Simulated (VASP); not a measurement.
# MgO (P6_3/mmc) in VASP: a series of runs, part 2 of 3

VASP 6.6.1. Earlier steps stand in the parts before.

## (3) Electric field gradients, PBE

Contents of INCAR:

```
SYSTEM = MgO
  ALGO = Normal
  EDIFF = 1E-8
  ENCUT = 520
  GGA = PE
  GGA_COMPAT = .False.
  ISIF = 2
  ISMEAR = 0
  LASPH = .True.
  LCHARG = .False.
  LEFG = .True.
  LREAL = .False.
  LWAVE = .False.
  NBANDS = 16
  NELM = 120
  PREC = Accurate
  SIGMA = 0.01
```

Contents of KPOINTS:

```
k-points
0
Gamma
  6 6 6
  0 0 0
```

Contents of POSCAR:

```
MgO
1.0
    3.5207217159      0.0000000000      0.0000000000
   -1.7603608580      3.0490344456      0.0000000000
    0.0000000000      0.0000000000      4.2382702817
Mg O
2 2
Direct
    0.6666666667      0.3333333333      0.7500000000
    0.3333333333      0.6666666667      0.2500000000
    0.6666666667      0.3333333333      0.2500000000
    0.3333333333      0.6666666667      0.7500000000
```

Potentials or basis: VASP PAW PBE potentials, release 64 (Mg, O).

Launch:

```bash
$ cat potpaw_PBE.64/Mg/POTCAR potpaw_PBE.64/O/POTCAR > POTCAR
$ mpirun -np 1 vasp_std > vasp.out
```

OUTCAR:

```text
SYSTEM = MgO
   EDIFF = 1E-8
   ENCUT = 520
   GGA = PE
   ISIF = 2
   ISMEAR = 0
   LASPH = .True.
   LREAL = .False.
   NELM = 120
   PREC = Accurate

 ion  position               nearest neighbor table
   1  0.667  0.333  0.750-   4 2.03   4 2.03   4 2.03   3 2.12   3 2.12   2 2.94   2 2.94   2 2.94
                             2 2.94   2 2.94   2 2.94
   2  0.333  0.667  0.250-   3 2.03   3 2.03   3 2.03   4 2.12   4 2.12   1 2.94   1 2.94   1 2.94
                             1 2.94   1 2.94   1 2.94
   3  0.667  0.333  0.250-   2 2.03   2 2.03   2 2.03   1 2.12   1 2.12
   4  0.333  0.667  0.750-   1 2.03   1 2.03   1 2.03   2 2.12   2 2.12

  LATTYP: Found a hexagonal cell.
 ALAT       =     3.5207217159
 C/A-ratio  =     1.2038072372

  Lattice vectors:

 A1 = (   3.5207217159,   0.0000000000,   0.0000000000)
 A2 = (  -1.7603608580,   3.0490344456,   0.0000000000)
 A3 = (   0.0000000000,   0.0000000000,   4.2382702817)

Analysis of symmetry for initial positions (statically):
=====================================================================
 Subroutine PRICEL returns:
 Original cell was already a primitive cell.

 Routine SETGRP: Setting up the symmetry group for a
 hexagonal supercell.

 Subroutine GETGRP returns: Found 24 space group operations
 (whereof 12 operations were pure point group operations)
 out of a pool of 24 trial point group operations.

The static configuration has the point symmetry D_3d.
 The point group associated with its full space group is D_6h.

Analysis of symmetry for dynamics (positions and initial velocities):
=====================================================================
 Subroutine PRICEL returns:
[... 623 lines left out ...]
     15      16.3054      0.00000
     16      16.3054      0.00000

 [... further k-points ...]
[... 5 lines left out ...]
  --------------------------------------------------------------------------------------
  -------------------------------------------------------------------------------------
  Total       -0.1300195     -0.1300195     -0.1707634      0.0000000     -0.0000000     -0.0000000
  in kB       -4.5786378     -4.5786378     -6.0134349      0.0000000     -0.0000000     -0.0000000
  external PRESSURE =      -5.0569035 kB  Pullay stress =       0.0000000 kB

 VOLUME and BASIS-vectors are now :
 -----------------------------------------------------------------------------
  energy-cutoff  :      520.00
  volume of cell :       45.50
      direct lattice vectors                 reciprocal lattice vectors
     3.520721716  0.000000000  0.000000000     0.284032673  0.163986340  0.000000000
    -1.760360858  3.049034446  0.000000000     0.000000000  0.327972680  0.000000000
     0.000000000  0.000000000  4.238270282     0.000000000  0.000000000  0.235945311

 POSITION                                       TOTAL-FORCE (eV/Angst)
 -----------------------------------------------------------------------------------
      1.76036      1.01634      3.17870        -0.000000      0.000000     -0.000000
     -0.00000      2.03269      1.05957        -0.000000     -0.000000     -0.000000
      1.76036      1.01634      1.05957         0.000000     -0.000000     -0.000000
     -0.00000      2.03269      3.17870        -0.000000      0.000000      0.000000
 -----------------------------------------------------------------------------------
    total drift:                               -0.000000      0.000000     -0.000000

  FREE ENERGIE OF THE ION-ELECTRON SYSTEM (eV)
  ---------------------------------------------------
  free  energy   TOTEN  =       -23.6751933054 eV

  energy  without entropy=      -23.6751933054  energy(sigma->0) =      -23.67519331

 Electric field gradients (V/A^2)
---------------------------------------------------------------------
 ion       V_xx      V_yy      V_zz      V_xy      V_xz      V_yz
---------------------------------------------------------------------
   1      -0.251    -0.251     0.502     0.000     0.000    -0.000
   2      -0.251    -0.251     0.502     0.000    -0.000     0.000
   3       2.629     2.629    -5.258    -0.000    -0.000     0.000
   4       2.629     2.629    -5.258    -0.000     0.000    -0.000
---------------------------------------------------------------------

 Electric field gradients after diagonalization (V/A^2)
 (convention: |V_zz| > |V_xx| > |V_yy|)
----------------------------------------------------------------------
 ion       V_xx      V_yy      V_zz     asymmetry (V_yy - V_xx)/ V_zz
----------------------------------------------------------------------
   1      -0.251    -0.251     0.502       0.000
   2      -0.251    -0.251     0.502       0.000
   3       2.629     2.629    -5.258       0.000
   4       2.629     2.629    -5.258       0.000
----------------------------------------------------------------------

           NMR quadrupolar parameters

 Cq : quadrupolar parameter    Cq=e*Q*V_zz/h
 eta: asymmetry parameters     (V_yy - V_xx)/ V_zz
 Q  : nuclear electric quadrupole moment in mb (millibarn)
----------------------------------------------------------------------
 ion       Cq(MHz)       eta       Q (mb)
----------------------------------------------------------------------
   1       0.001       0.000       1.000
   2       0.001       0.000       1.000
   3      -0.013       0.000       1.000
   4      -0.013       0.000       1.000
----------------------------------------------------------------------
```

stdout:

```text
POSCAR found type information on POSCAR MgO
 POSCAR found :  2 types and       4 ions
 scaLAPACK will be used
 LDA part: xc-table for (Slater+PW92), standard interpolation
 POSCAR, INCAR and KPOINTS ok, starting setup
 FFT: planning ... GRIDC
 FFT: planning ... GRID_SOFT
 FFT: planning ... GRID
 WAVECAR not read
 entering main loop
ion   1

ion   2

ion   3

ion   4
```

It took 8.9 s on 1 thread of Intel Xeon 6975P-C (Granite Rapids), shared host; peak memory 0.17 GiB.

What came out:

* Free energy: -23.6752 eV
* Pressure: -0.5 GPa
* Band gap on the k mesh: 3.26 eV, direct

Levels at points of the mesh, in eV from the valence-band top:
```
           k point  band 4  band 5  band 6  band 7  band 8  band 9  band 10  band 11  band 12  band 13
(0.00, 0.00, 0.00)   -1.67   -1.67   -0.77   -0.77    0.00    3.26     9.19    11.94    12.34    12.34
(0.50, 0.00, 0.00)   -2.29   -2.26   -1.93   -1.25   -0.52    6.90     8.73     9.73    11.71    12.85
(0.00, 0.00, 0.50)   -2.37   -1.24   -1.24   -1.24   -1.24    6.28     6.28    12.70    12.70    12.70
(0.50, 0.00, 0.50)   -3.76   -1.49   -1.49   -0.78   -0.78    7.20     7.20    11.59    11.59    13.83
```

Electric field gradients, principal values (V/Å²):
```
atom   least  middle  greatest (by size)
1 Mg  -0.251  -0.251               0.502
2 Mg  -0.251  -0.251               0.502
 3 O   2.629   2.629              -5.258
 4 O   2.629   2.629              -5.258
```

Caveat: without QUAD_EFG the Cq values of the log hold for a quadrupole moment of 1 mb, not for the nuclei.

## (4) Vibrations by perturbation theory, PBE

This run uses another cell than the first one, of 10.96 Å³/atom, 0.963 times its volume.

Contents of INCAR:

```
PREC     = Accurate       # precision mode
ENCUT    = 520            # plane-wave cutoff, eV
EDIFF    = 1E-8           # SCF threshold, eV
ISMEAR   = 0              # smearing method
SIGMA    = 0.01           # smearing width, eV
LREAL    = False          # projectors in reciprocal space
LASPH    = True           # aspherical terms in the spheres
NELM     = 100            # most SCF steps
ALGO     = Normal         # electronic algorithm
ISIF     = 2              # what is computed and relaxed
LWAVE    = False          # write WAVECAR
LCHARG   = False          # write CHGCAR
GGA      = PE             # functional
NBANDS   = 16             # bands
IBRION   = 8              # ionic algorithm
NSW      = 1              # ionic steps
LEPSILON = True           # dielectric tensor by DFPT
```

Contents of KPOINTS:

```
regular mesh
0
Gamma
  6 6 6
```

Contents of POSCAR:

```
MgO
1.0
    3.4755871125      0.0000000000      0.0000000000
   -1.7377935563      3.0099467325      0.0000000000
    0.0000000000      0.0000000000      4.1898226437
Mg O
2 2
Direct
    0.6666666667      0.3333333333      0.7500000000
    0.3333333333      0.6666666667      0.2500000000
    0.6666666667      0.3333333333      0.2500000000
    0.3333333333      0.6666666667      0.7500000000
```

Potentials or basis: VASP PAW PBE potentials, release 64 (Mg, O).

Launch:

```bash
$ cat potpaw_PBE.64/Mg/POTCAR potpaw_PBE.64/O/POTCAR > POTCAR
$ mpirun -np 1 vasp_std > vasp.out
```

OUTCAR:

```text
PREC = Accurate
   ENCUT = 520
   EDIFF = 1E-8
   ISMEAR = 0
   LREAL = False
   LASPH = True
   NELM = 100
   ISIF = 2
   GGA = PE
   IBRION = 8
   NSW = 1
   LEPSILON = True

 ion  position               nearest neighbor table
   1  0.667  0.333  0.750-   4 2.01   4 2.01   4 2.01   3 2.09   3 2.09   2 2.90   2 2.90   2 2.90
                             2 2.90   2 2.90   2 2.90
   2  0.333  0.667  0.250-   3 2.01   3 2.01   3 2.01   4 2.09   4 2.09   1 2.90   1 2.90   1 2.90
                             1 2.90   1 2.90   1 2.90
   3  0.667  0.333  0.250-   2 2.01   2 2.01   2 2.01   1 2.09   1 2.09
   4  0.333  0.667  0.750-   1 2.01   1 2.01   1 2.01   2 2.09   2 2.09

  LATTYP: Found a hexagonal cell.
 ALAT       =     3.4755871125
 C/A-ratio  =     1.2055006847

  Lattice vectors:

 A1 = (   3.4755871125,   0.0000000000,   0.0000000000)
 A2 = (  -1.7377935563,   3.0099467325,   0.0000000000)
 A3 = (   0.0000000000,   0.0000000000,   4.1898226437)

Analysis of symmetry for initial positions (statically):
=====================================================================
 Subroutine PRICEL returns:
 Original cell was already a primitive cell.

 Routine SETGRP: Setting up the symmetry group for a
 hexagonal supercell.

 Subroutine GETGRP returns: Found 24 space group operations
 (whereof 12 operations were pure point group operations)
 out of a pool of 24 trial point group operations.

The static configuration has the point symmetry D_3d.
[... 765 lines left out ...]
  z    -0.00000     0.00000    -0.00000    -0.00000     0.00000    -0.00000

 SECOND DERIVATIVES (NOT SYMMETRIZED)
 ------------------------------------
               1X          1Y          1Z          2X          2Y          2Z          3X          3Y          3Z          4X          4Y          4Z
  1X   -10.735638    0.000000    0.000000    1.446534   -0.000000    0.000000    1.608920   -0.000000    0.000000    7.680184   -0.000000    0.000000
  1Y     0.000000  -10.735638    0.000000   -0.000000    1.446534    0.000000   -0.000000    1.608920    0.000000   -0.000000    7.680184    0.000000
  1Z     0.000000    0.000000  -10.231669    0.000000    0.000000    5.117076    0.000000    0.000000    3.092977    0.000000    0.000000    2.021616
  2X     1.446534   -0.000000    0.000000  -10.735638    0.000000    0.000000    7.680184   -0.000000    0.000000    1.608920   -0.000000    0.000000
  2Y    -0.000000    1.446534    0.000000    0.000000  -10.735638    0.000000   -0.000000    7.680184    0.000000   -0.000000    1.608920    0.000000
  2Z     0.000000    0.000000    5.117076    0.000000    0.000000  -10.231669    0.000000    0.000000    2.021616    0.000000    0.000000    3.092977
  3X     1.604950   -0.000000    0.000000    7.674265   -0.000000    0.000000  -11.142676    0.000000    0.000000    1.863462   -0.000000    0.000000
  3Y    -0.000000    1.604950    0.000000   -0.000000    7.674265    0.000000    0.000000  -11.142676    0.000000   -0.000000    1.863462    0.000000
  3Z     0.000000    0.000000    3.085624    0.000000    0.000000    2.028695    0.000000    0.000000  -11.375882   -0.000000   -0.000000    6.261563
  4X     7.674265   -0.000000    0.000000    1.604950   -0.000000    0.000000    1.863462   -0.000000    0.000000  -11.142676    0.000000    0.000000
  4Y    -0.000000    7.674265    0.000000   -0.000000    1.604950    0.000000   -0.000000    1.863462    0.000000    0.000000  -11.142676    0.000000
  4Z     0.000000    0.000000    2.028695    0.000000    0.000000    3.085624   -0.000000   -0.000000    6.261563    0.000000    0.000000  -11.375882

 Eigenvectors and eigenvalues of the dynamical matrix
 ----------------------------------------------------

   1 f  =   16.459171 THz   103.416022 2PiTHz  549.018854 cm-1    68.069632 meV
             X         Y         Z           dx          dy          dz
      1.737794  1.003316  3.142367     0.000000   -0.000000    0.079497
     -0.000000  2.006631  1.047456    -0.000000    0.000000   -0.079497
      1.737794  1.003316  1.047456     0.000000   -0.000000   -0.702624
     -0.000000  2.006631  3.142367    -0.000000    0.000000    0.702624
[... 71 lines left out ...]
  12 f/i=    0.003997 THz     0.025111 2PiTHz    0.133310 cm-1     0.016528 meV
             X         Y         Z           dx          dy          dz
      1.737794  1.003316  3.142367     0.219331    0.503269    0.000000
     -0.000000  2.006631  1.047456     0.219331    0.503269    0.000000
      1.737794  1.003316  1.047456     0.178050    0.408549    0.000000
     -0.000000  2.006631  3.142367     0.178050    0.408549    0.000000

--------------------------------------------------------------------------------------------------------

 MACROSCOPIC STATIC DIELECTRIC TENSOR IONIC CONTRIBUTION
 ------------------------------------------------------
           2.780205    -0.000000     0.000000
          -0.000000     2.780205    -0.000000
           0.000000    -0.000000     6.455635
 ------------------------------------------------------

 ELASTIC MODULI CONTR FROM IONIC RELAXATION (kBar)
 Direction    XX          YY          ZZ          XY          YZ          ZX
 --------------------------------------------------------------------------------
 XX        -633.1270    633.1270     -0.0000      0.0000      0.0000     -0.0000
 YY         633.1270   -633.1270      0.0000      0.0000     -0.0000      0.0000
 ZZ          -0.0000      0.0000     -0.0000     -0.0000     -0.0000     -0.0000
 XY           0.0000      0.0000     -0.0000   -633.1270     -0.0000      0.0000
 YZ           0.0000     -0.0000     -0.0000     -0.0000     -0.0000     -0.0000
 ZX          -0.0000      0.0000     -0.0000      0.0000     -0.0000     -0.0000
 --------------------------------------------------------------------------------

 PIEZOELECTRIC TENSOR IONIC CONTR  for field in x, y, z        (C/m^2)
          XX          YY          ZZ          XY          YZ          ZX
  --------------------------------------------------------------------------------
  x     0.00000    -0.00000    -0.00000     0.00000    -0.00000    -0.00000
  y    -0.00000     0.00000     0.00000     0.00000    -0.00000     0.00000
  z    -0.00000     0.00000     0.00000     0.00000     0.00000     0.00000
```

stdout:

```text
POSCAR found type information on POSCAR MgO
 POSCAR found :  2 types and       4 ions
 scaLAPACK will be used
 LDA part: xc-table for (Slater+PW92), standard interpolation
 POSCAR, INCAR and KPOINTS ok, starting setup
 FFT: planning ... GRIDC
 FFT: planning ... GRID_SOFT
 FFT: planning ... GRID
 WAVECAR not read
[... 32 lines left out ...]
 first order change of Fermi-energy  -0.52443E-05
 force on displaced ion       1 direction 3 :   0.000  -0.000 -10.232
 Born effective charge ion    1 direction 3 :  -0.000  -0.000   1.999
 Linear response progress:
 first order change of Fermi-energy  -0.24982E-01
 force on displaced ion       3 direction 1 : -11.143  -0.000   0.000
 Born effective charge ion    3 direction 1 :  -1.768  -0.000   0.000
 Linear response progress:
 first order change of Fermi-energy   0.51222E-04
 force on displaced ion       3 direction 3 :  -0.000  -0.000 -11.376
 Born effective charge ion    3 direction 3 :   0.000   0.000  -2.000
 Born effective charges drift removed
 Linear response finished
```

Wall time 3 min (1 thread of Intel Xeon 6975P-C (Granite Rapids), shared host); peak memory 0.3 GiB.

What came out:

- Electronic dielectric tensor (diagonal): 2.95, 2.95, 2.96
- Born charges (mean of the diagonal): Mg +1.85; O -1.85 e
- Highest phonon frequency at Γ, LO-TO splitting left out: 549 cm⁻¹

Phonon frequencies in cm⁻¹ (negative: imaginary):
| q point | frequencies |
| --- | --- |
| (0.000, 0.000, 0.000) | 0 0 0 291 291 380 412 512 512 522 522 549 |

Electronic dielectric tensor:
```
2.95 0.00 0.00
0.00 2.95 0.00
0.00 0.00 2.96
```

Born effective charge tensors (e):
atom 1, Mg
```
1.77 0.00 0.00
0.00 1.77 0.00
0.00 0.00 2.00
```
atom 2, Mg
```
1.77 0.00 0.00
0.00 1.77 0.00
0.00 0.00 2.00
```
atom 3, O
```
-1.77  0.00  0.00
 0.00 -1.77  0.00
 0.00  0.00 -2.00
```
atom 4, O
```
-1.77  0.00  0.00
 0.00 -1.77  0.00
 0.00  0.00 -2.00
```

Caveat: the cell wasn't relaxed at this level first, which shifts response properties.

(Continued in part 3 of 3.)
